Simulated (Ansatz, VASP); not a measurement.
Two plane-wave programs on Ir

```
Ir
1.0
    -1.35566    1.35566    1.91837
     1.35566   -1.35566    1.91837
     1.35566    1.35566   -1.91837
Ir
1
Direct
  0.00000 0.00000 0.00000
```

Alike in both runs: functional PBEsol; k mesh 8 × 8 × 8; occupations gaussian, width 0.1 eV; no spin polarisation.

Ansatz relaxed the structure, and its values are those at the end. VASP's run is a single point on that final structure, the one shown.

```csv
,VASP,Ansatz
version,VASP 6.6.1,Ansatz 0.2.0
potentials or method,"VASP PAW PBE potentials, release 64 (Ir), cutoff 500 eV","scalar-relativistic, plane waves, PAW"
valence electrons in the cell,9,17
```

Ansatz gave:

| Property | Result |
| --- | --- |
| gap on the k mesh at the Fermi level (eV) | none |
| pressure (GPa) | 0.0 |

Which values does VASP return?

gap on the k mesh at the Fermi level (eV): none; pressure (GPa): 0.9.

VASP's potentials were made for PBE, not for PBEsol. A gap of «none» marks a metal or a gap that the smearing closes. With one functional, cell and mesh, what is left measures potentials, basis and numerics. VASP's potentials hold 9 valence electrons a cell and Ansatz's 17, so a difference there can come from the potentials and not from the codes.

The k mesh is coarse, so the values compare programs but aren't converged. Spin-orbit coupling is off throughout.
